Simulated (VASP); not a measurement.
# SnSe2 (P-3m1) in VASP: a series of runs, part 2 of 2

VASP 6.6.1.

### 3 Relaxation of cell and atoms, r2SCAN

Contents of POSCAR:

```
SnSe2
1.0
    3.8407286968      0.0000000000      0.0000000000
   -1.9203643484      3.3261686204      0.0000000000
    0.0000000000      0.0000000000      6.5263459053
Sn Se
1 2
Direct
    0.0000000000      0.0000000000      0.0000000000
    0.3333333333      0.6666666667      0.2411469470
    0.6666666667      0.3333333333      0.7588530530
```

Contents of INCAR.step1:

```
SYSTEM = SnSe2
PREC = Accurate ; ENCUT = 600
ISMEAR = 0 ; SIGMA = 0.02
LREAL = .False. ; LASPH = .True.
NELM = 100 ; GGA = PE
ALGO = Normal ; EDIFF = 1E-4
LWAVE = .True. ; LCHARG = .False.
```

Contents of INCAR.step2:

```
SYSTEM = SnSe2
PREC = Accurate ; ENCUT = 600
EDIFF = 1E-6 ; ISMEAR = 0
SIGMA = 0.02 ; LREAL = .False.
LASPH = .True. ; NELM = 100
ALGO = Normal ; ISIF = 3
LWAVE = .False. ; LCHARG = .False.
METAGGA = R2SCAN ; LMIXTAU = .True.
IBRION = 2 ; NSW = 100
EDIFFG = -0.005 ; ISTART = 1
```

Contents of KPOINTS:

```
Automatic mesh
0
Gamma
  9 9 4
  0 0 0
```

Potentials or basis: VASP PAW PBE potentials, release 64 (Sn_d, Se).

The run is started by

```sh
cat potpaw_PBE.64/Sn_d/POTCAR potpaw_PBE.64/Se/POTCAR > POTCAR
cp INCAR.step1 INCAR
mpirun -np 1 vasp_std > vasp.out
cp INCAR.step2 INCAR
mpirun -np 1 vasp_std > vasp.out
```

OUTCAR:

```text
SYSTEM = SnSe2
   PREC = Accurate
   ENCUT = 600
   EDIFF = 1E-6
   ISMEAR = 0
   LREAL = .False.
   LASPH = .True.
   NELM = 100
   ISIF = 3
   METAGGA = R2SCAN
   IBRION = 2
   NSW = 100
   EDIFFG = -0.005
   ISTART = 1

 ion  position               nearest neighbor table
   1  0.000  0.000  0.000-   2 2.72   3 2.72   2 2.72   3 2.72   3 2.72   2 2.72
   2  0.333  0.667  0.241-   1 2.72   1 2.72   1 2.72
   3  0.667  0.333  0.759-   1 2.72   1 2.72   1 2.72

  LATTYP: Found a hexagonal cell.
 ALAT       =     3.8407286968
 C/A-ratio  =     1.6992467890

  Lattice vectors:

 A1 = (   3.8407286968,   0.0000000000,   0.0000000000)
 A2 = (  -1.9203643484,   3.3261686204,   0.0000000000)
 A3 = (   0.0000000000,   0.0000000000,   6.5263459053)

Analysis of symmetry for initial positions (statically):
=====================================================================
 Subroutine PRICEL returns:
 Original cell was already a primitive cell.

 Routine SETGRP: Setting up the symmetry group for a
 hexagonal supercell.

 Subroutine GETGRP returns: Found 12 space group operations
[... 172 lines left out ...]

  FORCE on cell =-STRESS in cart. coord.  units (eV):
  Direction    XX          YY          ZZ          XY          YZ          ZX
  --------------------------------------------------------------------------------------
  -------------------------------------------------------------------------------------
  Total        0.0308832      0.0308832      0.0314602     -0.0000000      0.0000000      0.0000000
  in kB        0.5934777      0.5934777      0.6045659     -0.0000000      0.0000000      0.0000000
  external PRESSURE =       0.5971738 kB  Pullay stress =       0.0000000 kB
[... 61 lines left out ...]
--------------------------------------- Ionic step        3  -------------------------------------------

 number of electron      25.9999998 magnetization

 Free energy of the ion-electron system (eV)
  ---------------------------------------------------
  ext. energy  EPLUGINS =         0.00000000
  ---------------------------------------------------
  free energy    TOTEN  =       -54.64097379 eV

  energy without entropy =      -54.64097379  energy(sigma->0) =      -54.64097379

 E-fermi :   3.0929     XC(G=0):  -9.5810

 val. band max:        3.0049016308   @ k =   0.1111  -0.0000   0.2500
 cond. band min:       4.0943706341   @ k =   0.0000   0.4444   0.2500
 fundamental gap:      1.0894690033
 Fermi energy:         3.0929191907

 k-point     1 :       0.0000    0.0000    0.0000
  band No.  band energies     occupation
      1     -18.7902      2.00000
      2     -18.7901      2.00000
      3     -18.7358      2.00000
      4     -18.7285      2.00000
      5     -18.7285      2.00000
      6     -11.0653      2.00000
[... 457 lines left out ...]
      4     -18.7242      2.00000
      5     -18.7122      2.00000
      6     -10.2289      2.00000
[... 9 lines left out ...]
     16       8.5841      0.00000
     17       9.8600      0.00000

 [... further k-points ...]
[... 5 lines left out ...]
  --------------------------------------------------------------------------------------
  -------------------------------------------------------------------------------------
  Total       -0.0007281     -0.0007281     -0.0041836      0.0000000      0.0000000      0.0000000
  in kB       -0.0139815     -0.0139815     -0.0803314      0.0000000      0.0000000      0.0000000
  external PRESSURE =      -0.0360981 kB  Pullay stress =       0.0000000 kB
[... 18 lines left out ...]
  FREE ENERGIE OF THE ION-ELECTRON SYSTEM (eV)
  ---------------------------------------------------
  free  energy   TOTEN  =       -54.6409737912 eV

  energy  without entropy=      -54.6409737912  energy(sigma->0) =      -54.64097379

 reached required accuracy - stopping structural energy minimisation
```

OUTCAR.step1:

```text
SYSTEM = SnSe2
   PREC = Accurate
   ENCUT = 600
   ISMEAR = 0
   LREAL = .False.
   LASPH = .True.
[... 706 lines left out ...]
      0.00000      0.00000      0.00000        -0.000000      0.000000      0.000000
     -0.00000      2.21745      1.57381         0.000000      0.000000      0.283839
      1.92036      1.10872      4.95254         0.000000     -0.000000     -0.283839
 -----------------------------------------------------------------------------------
    total drift:                               -0.000000     -0.000000      0.000000

  FREE ENERGIE OF THE ION-ELECTRON SYSTEM (eV)
  ---------------------------------------------------
  free  energy   TOTEN  =       -11.8524012651 eV

  energy  without entropy=      -11.8524012651  energy(sigma->0) =      -11.85240127
```

Run time: 3.6 min. Hardware: 1 thread of Intel Xeon 6975P-C (Granite Rapids), shared host; peak memory 0.29 GiB.

What came out:

* Free energy: -54.6410 eV
* Relaxed volume: 27.81 Å³/atom
* Relaxed cell: a = 3.842 Å, b = 3.842 Å, c = 6.528 Å, α = 90.00°, β = 90.00°, γ = 120.00°
* Space group after relaxing (to 0.05 Å): P-3m1 (No. 164)
* Energy gained by relaxing: 0.0 meV/atom
* Ionic steps: 3
* Pressure after relaxing: 0.0 GPa
* Band gap on the k mesh: 1.09 eV, indirect (least direct gap 1.45 eV)

Forces in eV/Å, atoms in the order of the input:
```
Sn   0.000  0.000  0.000
Se   0.000  0.000  0.002
Se   0.000  0.000 -0.002
```

Final structure:
```
Sn Se
1.0
     3.84173    0.00000    0.00000
    -1.92087    3.32704    0.00000
     0.00000    0.00000    6.52808
Sn Se
1 2
Direct
  0.00000 0.00000 0.00000
  0.33333 0.66667 0.24120
  0.66667 0.33333 0.75880
```

Levels at points of the mesh, in eV from the valence-band top:
| k point | band 11 | band 12 | band 13 | band 14 | band 15 | band 16 |
| --- | --- | --- | --- | --- | --- | --- |
| (0.00, 0.00, 0.00) | -0.26 | -0.19 | -0.19 | 1.50 | 3.62 | 5.07 |
| (0.00, 0.00, 0.50) | -0.58 | -0.10 | -0.10 | 2.65 | 3.56 | 4.91 |

Caveat: the PAW data sets were made with another functional, which shifts forces and pressure a little; spin-orbit coupling is left out, which moves the levels of the heavy elements. A k mesh can miss the band edges.

### 4 Single point, r2SCAN

This run uses another cell than the first one, of 22.32 Å³/atom, 0.803 times its volume.

Contents of POSCAR:

```
SnSe2
1.0
    3.7169637573      0.0000000000      0.0000000000
   -1.8584818786      3.2189850388      0.0000000000
    0.0000000000      0.0000000000      5.5961639602
Sn Se
1 2
Direct
    0.0000000000      0.0000000000      0.0000000000
    0.3333333333      0.6666666667      0.2798669877
    0.6666666667      0.3333333333      0.7201330123
```

Contents of INCAR.step1:

```
SYSTEM = SnSe2
ALGO = Normal
EDIFF = 1E-4
ENCUT = 520
GGA = PE
ISMEAR = 0
LASPH = .TRUE.
LCHARG = .FALSE.
LREAL = .FALSE.
LWAVE = .TRUE.
NBANDS = 20
NELM = 100
PREC = Accurate
SIGMA = 0.01
```

Contents of INCAR.step2:

```
SYSTEM = SnSe2
ALGO = Normal
EDIFF = 1E-6
ENCUT = 520
ISIF = 2
ISMEAR = 0
ISTART = 1
LASPH = .TRUE.
LCHARG = .TRUE.
LELF = .TRUE.
LMIXTAU = .TRUE.
LREAL = .FALSE.
LVHAR = .TRUE.
LWAVE = .FALSE.
METAGGA = R2SCAN
NBANDS = 20
NELM = 100
PREC = Accurate
SIGMA = 0.01
```

Contents of KPOINTS:

```
k-points
0
G
  12 12 6
  0 0 0
```

The run is started by

```sh
cat potpaw_PBE.64/Sn_d/POTCAR potpaw_PBE.64/Se/POTCAR > POTCAR
cp INCAR.step1 INCAR
mpirun -np 1 vasp_std > vasp.out
cp INCAR.step2 INCAR
mpirun -np 1 vasp_std > vasp.out
```

Run time: 4.8 min. Hardware: 1 thread of Intel Xeon Platinum 8488C (Sapphire Rapids), shared host; peak memory 0.27 GiB.

The run converged. Its results:

| Item | Value |
| --- | --- |
| Free energy | -54.2800 eV |
| Pressure | 10.1 GPa |
| Largest force | 0.019 eV/Å |
| Band gap on the k mesh | 0.34 eV, indirect (least direct gap 1.41 eV) |

Forces in eV/Å, atoms in the order of the input:
```
Sn   0.000  0.000  0.000
Se   0.000  0.000  0.019
Se   0.000  0.000 -0.019
```

Levels at points of the mesh, in eV from the valence-band top:
```csv
k point,band 9,band 10,band 11,band 12,band 13,band 14,band 15,band 16,band 17,band 18
"(0.00, 0.00, 0.00)",-1.15,-1.15,-1.14,-1.14,-0.13,1.28,3.18,4.84,4.84,8.50
"(0.50, 0.00, 0.00)",-5.19,-4.41,-3.57,-2.68,-0.65,1.44,3.73,4.67,4.84,7.86
"(0.00, 0.00, 0.50)",-3.48,-1.49,-1.49,-0.62,-0.62,3.14,3.19,4.13,4.13,7.18
"(0.50, 0.00, 0.50)",-6.37,-3.01,-2.47,-1.80,-1.73,0.88,3.91,4.68,5.90,6.67
```

Caveat: the PAW data sets were made with another functional, which shifts forces and pressure a little; spin-orbit coupling is left out, which moves the levels of the heavy elements. A k mesh can miss the band edges.

### 5 Overview

```tsv
task	cell	k mesh	cutoff (eV)	smearing	gap on the mesh (eV)	pressure (GPa)	largest force (eV/Å)
single point	a = 3.841, b = 3.841, c = 6.526 Å, angles 90.0, 90.0, 120.0°, 3 atoms	9 × 9 × 4	520	gaussian 0.01 eV	1.09	0.0	0.01
relaxation of cell and atoms	relaxed from a = 3.841, b = 3.841, c = 6.526 Å, angles 90.0, 90.0, 120.0°, 3 atoms	9 × 9 × 4	600	gaussian 0.02 eV	1.09	0.0	-
single point	a = 3.717, b = 3.717, c = 5.596 Å, angles 90.0, 90.0, 120.0°, 3 atoms	12 × 12 × 6	520	gaussian 0.01 eV	0.34	10.1	0.02
```

Alike in all rows: level r2SCAN; potentials or basis VASP PAW PBE potentials, release 64 (Sn_d, Se); no spin polarisation.

Caveats: the PAW data sets were made with another functional, which shifts forces and pressure a little; spin-orbit coupling is left out, which moves the levels of the heavy elements.

Absolute energies hang on the potentials; compare differences alone.
